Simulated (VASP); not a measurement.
Here is a VASP 6.6.1 calculation.

The input INCAR:

```
PREC     = Accurate       # precision mode
ENCUT    = 600            # plane-wave cutoff, eV
EDIFF    = 1E-6           # SCF threshold, eV
ISMEAR   = 0              # smearing method
SIGMA    = 0.1            # smearing width, eV
LREAL    = F              # projectors in reciprocal space
LASPH    = T              # aspherical terms in the spheres
NELM     = 100            # most SCF steps
ALGO     = Normal         # electronic algorithm
ISIF     = 3              # what is computed and relaxed
LWAVE    = F              # write WAVECAR
LCHARG   = F              # write CHGCAR
GGA      = PE             # functional
IBRION   = 2              # ionic algorithm
NSW      = 90             # ionic steps
EDIFFG   = -0.04          # ionic threshold
```

Contents of KPOINTS:

```
Automatic mesh
0
Gamma
  6 6 1
```

Contents of POSCAR:

```
ZrO
1.0
    3.4760000000      0.0000000000      0.0000000000
   -1.7380000000      3.0103043000      0.0000000000
    0.0000000000      0.0000000000     17.1573325200
Zr O
6 6
Direct
    0.6666666700      0.3333333300      0.1243783100
    0.0000000000      0.0000000000      0.2910449800
    0.6666666700      0.3333333300      0.4577116400
    0.3333333300      0.6666666700      0.6243783100
    0.0000000000      0.0000000000      0.7910449800
    0.3333333300      0.6666666700      0.9577116400
    0.6666666700      0.3333333300      0.0000000000
    0.0000000000      0.0000000000      0.1666666700
    0.6666666700      0.3333333300      0.3333333300
    0.3333333300      0.6666666700      0.5000000000
    0.0000000000      0.0000000000      0.6666666700
    0.3333333300      0.6666666700      0.8333333300
```

Potentials or basis: VASP PAW PBE potentials, release 64 (Zr_sv, O).

Run with:

```bash
$ cat potpaw_PBE.64/Zr_sv/POTCAR potpaw_PBE.64/O/POTCAR > POTCAR
$ mpirun -np 1 vasp_std > vasp.out
```

Question: Predict the relaxed cell.

Answer: a = 3.497 Å, b = 3.497 Å, c = 17.718 Å, α = 90.00°, β = 90.00°, γ = 120.00°.

Question: What does it give for the relaxed volume?

Answer: 15.64 Å³/atom.

Question: What does it give for the band gap on the k mesh?

Answer: Zero (band 54 reaches 9.25 eV, above the bottom of band 55 at 7.95 eV).

Forces on the atoms (eV/Å):
```
Zr   0.000  0.000 -0.005
Zr   0.000  0.000 -0.034
Zr   0.000  0.000  0.010
Zr   0.000  0.000 -0.005
Zr   0.000  0.000 -0.034
Zr   0.000  0.000  0.010
O    0.000  0.000  0.013
O    0.000  0.000 -0.005
O    0.000  0.000  0.021
O    0.000  0.000  0.013
O    0.000  0.000 -0.005
O    0.000  0.000  0.021
```

Caveat: the k points lie up to 0.35 Å⁻¹ apart in the final cell.
